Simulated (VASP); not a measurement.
# MoS2 in VASP: notebook

Runs on MoS2. Level: PBEsol. Tasks: single point.

Everything below comes from runs of VASP 6.6.1. Logs are shortened: lines on timing, memory, paths and dates and some standing lists are left out, and cuts for length are marked.

### 1 The cell of the first run

The cell holds a slab with vacuum, 3 atoms: a = 3.171 Å, b = 3.171 Å, c = 16.586 Å, α = 90.00°, β = 90.00°, γ = 60.00°.

### 2 Single point, PBEsol

The input, INCAR:

```
PREC = Accurate
ENCUT = 520
EDIFF = 1E-7
ISMEAR = 1
SIGMA = 0.1
LREAL = False
LASPH = True
NELM = 100
ALGO = Normal
ISIF = 2
LWAVE = False
LCHARG = False
LDIPOL = True
IDIPOL = 3
DIPOL = 0.5 0.5 0.485
GGA = PS
NBANDS = 20
```

The input, KPOINTS:

```
Automatic mesh
0
Gamma
  6 6 1
```

The input, POSCAR:

```
MoS2
1.0
    3.1709999953      0.0000000000      0.0000000000
    1.5854999930      2.7461665541      0.0000000000
    0.0000000000      0.0000000000     16.5862475025
Mo S
1 2
Direct
    0.0000000000      0.0000000000      0.3617454761
    0.6666666667      0.6666666667      0.4539151587
    1.0000000000      0.0000000000      0.6382545239
```

Potentials or basis: VASP PAW PBE potentials, release 64 (Mo_sv, S).

Launch:

```console
$ cat potpaw_PBE.64/Mo_sv/POTCAR potpaw_PBE.64/S/POTCAR > POTCAR
$ mpirun -np 1 vasp_std > vasp.out
```

OUTCAR:

```text
PREC = Accurate
   ENCUT = 520
   EDIFF = 1E-7
   ISMEAR = 1
   LREAL = False
   LASPH = True
   NELM = 100
   ISIF = 2
   GGA = PS

 ion  position               nearest neighbor table
   1  0.000  0.000  0.362-   2 2.39   2 2.39   2 2.39
   2  0.667  0.667  0.454-   1 2.39   1 2.39   1 2.39
   3  0.000  0.000  0.638-

  LATTYP: Found a hexagonal cell.
 ALAT       =     3.1709999954
 C/A-ratio  =     5.2306047073

  Lattice vectors:

 A1 = (  -1.5854999930,  -2.7461665541,   0.0000000000)
 A2 = (   3.1709999953,   0.0000000000,   0.0000000000)
 A3 = (   0.0000000000,   0.0000000000,  16.5862475025)

Analysis of symmetry for initial positions (statically):
=====================================================================
 Subroutine PRICEL returns:
 Original cell was already a primitive cell.

 Routine SETGRP: Setting up the symmetry group for a
 hexagonal supercell.

 Subroutine GETGRP returns: Found  6 space group operations
 (whereof  6 operations were pure point group operations)
 out of a pool of 24 trial point group operations.

The static configuration has the point symmetry C_3v.

Analysis of symmetry for dynamics (positions and initial velocities):
=====================================================================
 Subroutine PRICEL returns:
 Original cell was already a primitive cell.

 Routine SETGRP: Setting up the symmetry group for a
 hexagonal supercell.

 Subroutine GETGRP returns: Found  6 space group operations
 (whereof  6 operations were pure point group operations)
 out of a pool of 24 trial point group operations.

The dynamic configuration has the point symmetry C_3v.

 Subroutine INISYM returns: Found  6 space group operations
 (whereof  6 operations are pure point group operations),
 and found     1 'primitive' translations

----------------------------------------------------------------------------------------

                                     Primitive cell

  volume of cell :     144.4346

  direct lattice vectors                    reciprocal lattice vectors
     3.170999995  0.000000000  0.000000000     0.315357932 -0.182071986  0.000000000
     1.585499993  2.746166554  0.000000000     0.000000000  0.364143973  0.000000000
     0.000000000  0.000000000 16.586247503     0.000000000  0.000000000  0.060290913

  length of vectors
     3.170999995  3.170999995 16.586247503     0.364143973  0.364143973  0.060290913

  position of ions in fractional coordinates (direct lattice)
     0.000000000  0.000000000  0.361745476
     0.666666667  0.666666667  0.453915159
     0.000000000  0.000000000  0.638254524

  ion indices of the primitive-cell ions
   primitive index   ion index
                 1           1
                 2           2
                 3           3

----------------------------------------------------------------------------------------

 KPOINTS: Automatic mesh

Automatic generation of k-mesh.
 Grid dimensions read from file:
 generate k-points for:    6    6    1

 Generating k-lattice:

  Cartesian coordinates                     Fractional coordinates (reciprocal lattice)
     0.052559655 -0.030345331  0.000000000     0.166666667  0.000000000  0.000000000
     0.000000000  0.060690662  0.000000000     0.000000000  0.166666667  0.000000000
     0.000000000  0.000000000  0.060290913     0.000000000  0.000000000  1.000000000

  Length of vectors
     0.060690662  0.060690662  0.060290913

  Shift w.r.t. Gamma in fractional coordinates (k-lattice)
     0.000000000  0.000000000  0.000000000

 Subroutine IBZKPT returns following result:
 ===========================================

 Found      7 irreducible k-points:

 Following reciprocal coordinates:
            Coordinates               Weight
  0.000000  0.000000  0.000000      1.000000
  0.166667  0.000000  0.000000      6.000000
  0.333333  0.000000  0.000000      6.000000
  0.500000  0.000000  0.000000      3.000000
  0.333333  0.166667  0.000000      6.000000
  0.500000  0.166667  0.000000     12.000000
 -0.333333  0.333333  0.000000      2.000000
   k-points           NKPTS =      7   k-points in BZ     NKDIM =      7   number of bands    NBANDS=     20
   number of dos      NEDOS =    301   number of ions     NIONS =      3
   total plane-waves  NPLWV =  72576
   dimension x,y,z NGX =    24 NGY =   24 NGZ =  126
   dimension x,y,z NGXF=    48 NGYF=   48 NGZF=  252
   ions per type =               1   2
   NGX,Y,Z   is equivalent  to a cutoff of  12.58, 12.58, 12.63 a.u.
   NGXF,Y,Z  is equivalent  to a cutoff of  25.16, 25.16, 25.26 a.u.
 SYSTEM =  unknown system
   PREC   = accura    normal or accurate (medium, high low for compatibility)
   ISTART =      0    job   : 0-new  1-cont  2-samecut
   ICHARG =      2    charge: 1-file 2-atom 10-const
   ISPIN  =      1    spin polarized calculation?
   LNONCOLLINEAR =      F non collinear calculations
   LSORBIT =      F    spin-orbit coupling
   LASPH  =      T    aspherical Exc in radial PAW
   ENCUT  =  520.0 eV  38.22 Ry    6.18 a.u.   5.90  5.90 30.84*2*pi/ulx,y,z
   NELM   =    100;   NELMIN=  2; NELMDL= -5     # of ELM steps
   EDIFF  = 0.1E-06   stopping-criterion for ELM
   LREAL  =      F    real-space projection
   EDIFFG = 0.1E-05   stopping-criterion for IOM
   NSW    =      0    number of steps for IOM
   IBRION =     -1    ionic relax: 0-MD 1-quasi-New 2-CG
   NFREE  =      0    steps in history (QN), initial steepest desc. (CG)
   ISIF   =      2    stress and relaxation
   ISYM   =      2    0-nonsym 1-usesym 2-fastsym
   POTIM  = 0.5000    time-step for ionic-motion
   TEBEG  =    0.0;   TEEND  =   0.0 temperature during run
   PSTRESS=    0.0 pullay stress
   NELECT =      26.0000    total number of electrons
   NUPDOWN=      -1.0000    fix difference up-down
   EMIN   =  10.00;   EMAX   =-10.00  energy-range for DOS
   EFERMI =   0.00;   METHOD = LEGACY
   ISMEAR =     1;   SIGMA  =   0.10  broadening in eV -4-tet -1-fermi 0-gaus
   EFERMI_NEDOS =   21; number of points for ismear=-14 and -15
   IALGO  =     38    algorithm
   IMIX   =      4    mixing-type and parameters
     AMIX     =   0.40;   BMIX     =  1.00
     AMIX_MAG =   1.60;   BMIX_MAG =  1.00
  volume/ion in A,a.u.               =      48.14       324.90
  Fermi-wavevector in a.u.,A,eV,Ry     =   0.924362  1.746791 11.625437  0.854446
  Thomas-Fermi vector in A             =   2.050100
   LORBIT       =      0    0 simple, 1 ext, 2 COOP (PROOUT), +10 PAW based schemes
   GGA     = PS    functional components
   LHFCALC =     F    Hartree Fock is set to
   AEXX    =    0.0000 exact exchange contribution
   IVDW    =     0    specifies the selected vdW correction
   LEPSILON=     F    determine dielectric tensor
   LRPA    =     F    only Hartree local field effects (RPA)
 non-spin polarized calculation
 Methfessel and Paxton  Order N= 1 SIGMA  =   0.10
  energy-cutoff  :      520.00
  volume of cell :      144.43
 maximum number of plane-waves:      3905
   NGX = 11   NGY = 11   NGZ = 61

 dipolmoment           0.000000      0.000000     -0.049416 electrons x Angstroem

 number of electron      26.0000000 magnetization

 dipolmoment           0.000000      0.000000      0.136703 electrons x Angstroem

 Free energy of the ion-electron system (eV)
  ---------------------------------------------------
  ext. energy  EPLUGINS =         0.00000000
  ---------------------------------------------------
  free energy    TOTEN  =       -17.88512067 eV

  energy without entropy =      -17.88700799  energy(sigma->0) =      -17.88574978

 E-fermi :  -0.9598     XC(G=0):  -5.3793

 val. band max:       -1.0140656254   @ k =   0.5000   0.1667   0.0000
 cond. band min:      -0.9192477225   @ k =   0.0000   0.0000   0.0000
 fundamental gap:      0.0948179029
 Fermi energy:        -0.9598316725

 k-point     1 :       0.0000    0.0000    0.0000
  band No.  band energies     occupation
      1     -62.0162      2.00000
      2     -36.1564      2.00000
      3     -35.9372      2.00000
      4     -35.9372      2.00000
      5     -15.0163      2.00000
      6     -13.0004      2.00000
[... 12 lines left out ...]
     19       3.3770      0.00000
     20       5.3195      0.00000

 k-point     2 :       0.1667    0.0000    0.0000
  band No.  band energies     occupation
      1     -62.0069      2.00000
      2     -36.1423      2.00000
      3     -36.0264      2.00000
      4     -35.9584      2.00000
      5     -14.7200      2.00000
      6     -12.6814      2.00000
[... 12 lines left out ...]
     19       3.9774      0.00000
     20       5.9457      0.00000

 k-point     3 :       0.3333    0.0000    0.0000
  band No.  band energies     occupation
      1     -61.9882      2.00000
      2     -36.2074      2.00000
      3     -36.1079      2.00000
      4     -36.0004      2.00000
      5     -14.0433      2.00000
      6     -11.9055      2.00000
[... 12 lines left out ...]
     19       5.4745      0.00000
     20       6.6448      0.00000

 k-point     4 :       0.5000    0.0000    0.0000
  band No.  band energies     occupation
      1     -61.9789      2.00000
      2     -36.2928      2.00000
      3     -36.0939      2.00000
      4     -36.0213      2.00000
      5     -13.6395      2.00000
      6     -11.4026      2.00000
[... 12 lines left out ...]
     19       5.1263      0.00000
     20       6.1700      0.00000

 k-point     5 :       0.3333    0.1667    0.0000
  band No.  band energies     occupation
      1     -61.9929      2.00000
      2     -36.1512      2.00000
      3     -36.1110      2.00000
      4     -36.0072      2.00000
      5     -14.2273      2.00000
      6     -12.1253      2.00000
[... 12 lines left out ...]
     19       5.0824      0.00000
     20       6.9353      0.00000

 k-point     6 :       0.5000    0.1667    0.0000
  band No.  band energies     occupation
      1     -61.9789      2.00000
      2     -36.2483      2.00000
      3     -36.0940      2.00000
      4     -36.0675      2.00000
      5     -13.6483      2.00000
      6     -11.4232      2.00000
[... 12 lines left out ...]
     19       6.2349      0.00000
     20       6.8696      0.00000

 k-point     7 :      -0.3333    0.3333    0.0000
  band No.  band energies     occupation
      1     -61.9742      2.00000
      2     -36.1981      2.00000
      3     -36.1732      2.00000
      4     -36.0862      2.00000
      5     -13.4354      2.00000
      6     -11.1571      2.00000
[... 12 lines left out ...]
     19       5.5071      0.00000
     20       7.2223      0.00000

------------------------ aborting loop because EDIFF is reached ----------------------------------------

 vacuum level on the upper side and lower side of the slab       (xc-potential included)         1.196        -1.616

  FORCE on cell =-STRESS in cart. coord.  units (eV):
  Direction    XX          YY          ZZ          XY          YZ          ZX
  --------------------------------------------------------------------------------------
  -------------------------------------------------------------------------------------
  Total       -8.5255997     -8.5255997     -1.5376437      0.0000000     -0.0000000      0.0000000
  in kB      -94.5723678    -94.5723680    -17.0567016      0.0000002     -0.0000000      0.0000000
  external PRESSURE =     -68.7338125 kB  Pullay stress =       0.0000000 kB

 VOLUME and BASIS-vectors are now :
 -----------------------------------------------------------------------------
  energy-cutoff  :      520.00
  volume of cell :      144.43
      direct lattice vectors                 reciprocal lattice vectors
     3.170999995  0.000000000  0.000000000     0.315357932 -0.182071986  0.000000000
     1.585499993  2.746166554  0.000000000     0.000000000  0.364143973  0.000000000
     0.000000000  0.000000000 16.586247503     0.000000000  0.000000000  0.060290913

 POSITION                                       TOTAL-FORCE (eV/Angst)
 -----------------------------------------------------------------------------------
      0.00000      0.00000      6.00000        -0.000000     -0.000000      0.712142
      3.17100      1.83078      7.52875        -0.000000      0.000000     -0.566116
      0.00000      0.00000     10.58625         0.000000      0.000000     -0.146026
 -----------------------------------------------------------------------------------
    total drift:                                0.000000      0.000000     -0.000126

  FREE ENERGIE OF THE ION-ELECTRON SYSTEM (eV)
  ---------------------------------------------------
  free  energy   TOTEN  =       -17.8851206705 eV

  energy  without entropy=      -17.8870079883  energy(sigma->0) =      -17.88574978

 vacuum level on the upper side and lower side of the slab         6.024         3.113
```

It took 30 s on 1 thread of Intel Xeon 6975P-C (Granite Rapids), shared host; peak memory 0.25 GiB.

What came out:

```
Free energy            : -17.8851 eV
Largest force          : 0.712 eV/Å
Band gap on the k mesh : zero (band 13 reaches -0.85 eV, above the bottom of band 14 at -1.01 eV)
```

Forces on the atoms (eV/Å):
```
Mo   0.000  0.000  0.712
S    0.000  0.000 -0.566
S    0.000  0.000 -0.146
```

Levels at points of the mesh, in eV from the Fermi level:
| k point | band 9 | band 10 | band 11 | band 12 | band 13 | band 14 | band 15 | band 16 | band 17 | band 18 |
| --- | --- | --- | --- | --- | --- | --- | --- | --- | --- | --- |
| (0.00, 0.00, 0.00) | -2.59 | -1.77 | -0.62 | 0.04 | 0.04 | 0.22 | 2.03 | 2.03 | 2.87 | 2.87 |
| (0.50, 0.00, 0.00) | -3.10 | -2.94 | -1.43 | -0.12 | 0.10 | 0.83 | 1.32 | 1.95 | 2.78 | 5.39 |

Caveat: the k points lie up to 0.38 Å⁻¹ apart; the PAW data sets were made with another functional, which shifts forces and pressure a little.

### 3 Single point, PBEsol

This run uses another cell than the first one: it holds 6 atoms, not 3.

The input, INCAR:

```
PREC = Accurate ; ENCUT = 520
EDIFF = 1E-6 ; ISMEAR = 1
SIGMA = 0.1 ; LREAL = False
LASPH = True ; NELM = 80
ALGO = Normal ; ISIF = 2
LWAVE = False ; LCHARG = True
LDIPOL = True ; IDIPOL = 3
DIPOL = 0.5 0.5 0.489 ; GGA = PS
LELF = True ; LVHAR = True
LVACPOTAV = True ; NBANDS = 35
```

The input, KPOINTS:

```
regular mesh
0
Gamma
  6 6 1
```

The input, POSCAR:

```
MoS2
1.0
    3.1709999953      0.0000000000      0.0000000000
    1.5854999930      2.7461665541      0.0000000000
    0.0000000000      0.0000000000     22.7012441725
Mo S
2 4
Direct
    0.0000000000      0.0000000000      0.2643026944
    0.6666666667      0.6666666667      0.5336710437
    0.6666666667      0.6666666667      0.3316447817
    1.0000000000      0.0000000000      0.4663289563
    0.3333333333      0.3333333333      0.6010131310
    0.6666666667      0.6666666667      0.7356973056
```

Potentials or basis: VASP PAW PBE potentials, release 64 (Mo_sv, S).

Launch:

```console
$ cat potpaw_PBE.64/Mo_sv/POTCAR potpaw_PBE.64/S/POTCAR > POTCAR
$ mpirun -np 1 vasp_std > vasp.out
```

Wall time 78 s (1 thread of Intel Xeon 6975P-C (Granite Rapids), shared host); peak memory 0.31 GiB.

The run converged. Its results:

```
Free energy            : -40.5148 eV
Largest force          : 0.874 eV/Å
Band gap on the k mesh : zero (band 26 reaches 1.50 eV, above the bottom of band 27 at 1.29 eV)
```

Forces in eV/Å, atoms in the order of the input:
```
Mo   0.000  0.000  0.872
Mo   0.000  0.000 -0.053
S    0.000  0.000 -0.852
S    0.000  0.000 -0.702
S    0.000  0.000  0.874
S    0.000  0.000 -0.139
```

Levels at points of the mesh, in eV from the Fermi level:
```tsv
k point	band 23	band 24	band 25	band 26	band 27	band 28	band 29	band 30
(0.00, 0.00, 0.00)	-0.67	-0.35	-0.01	-0.01	0.04	0.04	0.25	2.00
(0.50, 0.00, 0.00)	-1.52	-1.39	-0.07	-0.02	0.80	1.24	1.38	1.93
```

Caveat: the k points lie up to 0.38 Å⁻¹ apart; the PAW data sets were made with another functional, which shifts forces and pressure a little.
